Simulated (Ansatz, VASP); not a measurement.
One calculation of GdCu3, two programs

The input INCAR:

```
PREC = Accurate ; ENCUT = 520
EDIFF = 1E-6 ; ISMEAR = 0
SIGMA = 0.05 ; LREAL = F
LASPH = T ; NELM = 150
ALGO = Normal ; ISIF = 2
LWAVE = F ; LCHARG = F
ISPIN = 2 ; MAGMOM = 7.69 0 0 0
LORBIT = 11 ; LMAXMIX = 6
GGA = PS ; NBANDS = 38
```

KPOINTS

```
Automatic mesh
0
Gamma
  8 8 8
```

POSCAR

```
GdCu3
1.0
    4.0628301279      0.0000000000      0.0000000000
    0.0000000000      4.0628301279      0.0000000000
    0.0000000000      0.0000000000      4.0628301279
Gd Cu
1 3
Direct
    0.0000000000      0.0000000000      0.0000000000
    0.0000000000      0.5000000000      0.5000000000
    0.5000000000      0.5000000000      0.0000000000
    0.5000000000      0.0000000000      0.5000000000
```

Input for Ansatz:

```yaml
crystal:
  lattice:
    - [4.0628301279, 0.0, 0.0]
    - [0.0, 4.0628301279, 0.0]
    - [0.0, 0.0, 4.0628301279]
  atoms:
    - { symbol: Gd, position: [0.0, 0.0, 0.0], spin: 7.69 }
    - { symbol: Cu, position: [0.0, 0.5, 0.5] }
    - { symbol: Cu, position: [0.5, 0.5, 0.0] }
    - { symbol: Cu, position: [0.5, 0.0, 0.5] }
basis:
  ecutwfc: 420
  ecutrho_ratio: 4
kpoints:
  mp_grid: { grid: [8, 8, 8] }
hamiltonian:
  xc: pbesol
scf:
  occupations: { method: gaussian, width: 0.05 }
output:
  forces: true
  stress: true
  eigenvalues: true
  populations: true
magnetization:
  spin_polarized: true
```

Alike in both runs: task single point; functional PBEsol; k mesh 8 × 8 × 8; occupations gaussian, width 0.05 eV; collinear spin.

```csv
,VASP,Ansatz
version,VASP 6.6.1,Ansatz 0.2.0
potentials or method,"VASP PAW PBE potentials, release 64 (Gd, Cu), cutoff 520 eV","scalar-relativistic, plane waves, PAW"
valence electrons in the cell,51,75
```

Ansatz gave:

```
gap on the k mesh at the Fermi level (eV)                     : none
pressure (GPa)                                                : -1.7
net moment per atom (μB)                                      : 1.85
size of the moment on the site where the two differ most (μB) : 6.99
```

Task: Estimate VASP's values.

Result: gap on the k mesh at the Fermi level (eV): none; pressure (GPa): -1.3; net moment per atom (μB): 1.85; size of the moment on the site where the two differ most (μB): 6.87.

VASP's potentials were made for PBE, not for PBEsol. Site moments also hang on the region over which each program counts them. A gap of «none» marks a metal or a gap that the smearing closes. VASP's potentials hold 51 valence electrons a cell and Ansatz's 75, so a difference there can come from the potentials and not from the codes.

Spin-orbit coupling is off throughout.
